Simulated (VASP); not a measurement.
Input of a VASP 6.6.1 run:

File INCAR:

```
PREC     = Accurate       # precision mode
ENCUT    = 520            # plane-wave cutoff, eV
EDIFF    = 1E-6           # SCF threshold, eV
ISMEAR   = -1             # smearing method
SIGMA    = 0.05           # smearing width, eV
LREAL    = False          # projectors in reciprocal space
LASPH    = True           # aspherical terms in the spheres
NELM     = 80             # most SCF steps
ALGO     = Normal         # electronic algorithm
ISIF     = 2              # what is computed and relaxed
LWAVE    = False          # write WAVECAR
LCHARG   = True           # write CHGCAR
GGA      = PS             # functional
LELF     = True           # ELF
LVHAR    = True         
NBANDS   = 21             # bands
```

Contents of KPOINTS:

```
regular mesh
0
Gamma
  12 12 7
```

POSCAR

```
Pb
1.0
    3.5257954250      0.0000000000      0.0000000000
   -1.7628977125      3.0534284065      0.0000000000
    0.0000000000      0.0000000000      5.6635610674
Pb
2
Direct
    0.3333333333      0.6666666667      0.2500000000
    0.6666666667      0.3333333333      0.7500000000
```

Potentials or basis: VASP PAW PBE potentials, release 64 (Pb_d).

Command:

```bash
$ cat potpaw_PBE.64/Pb_d/POTCAR > POTCAR
$ mpirun -np 1 vasp_std > vasp.out
```

Task: What does it give for the band gap on the k mesh?

Result: Zero (bands 14 and 15 overlap by 7.41 eV).

Task: Predict the pressure.

Result: -1.0 GPa.

Stress tensor (GPa, compression positive):
```
-1.19  0.00  0.00
 0.00 -1.19  0.00
 0.00  0.00 -0.55
```

Caveat: the PAW data sets were made with another functional, which shifts forces and pressure a little; spin-orbit coupling is left out, which moves the levels of the heavy elements.
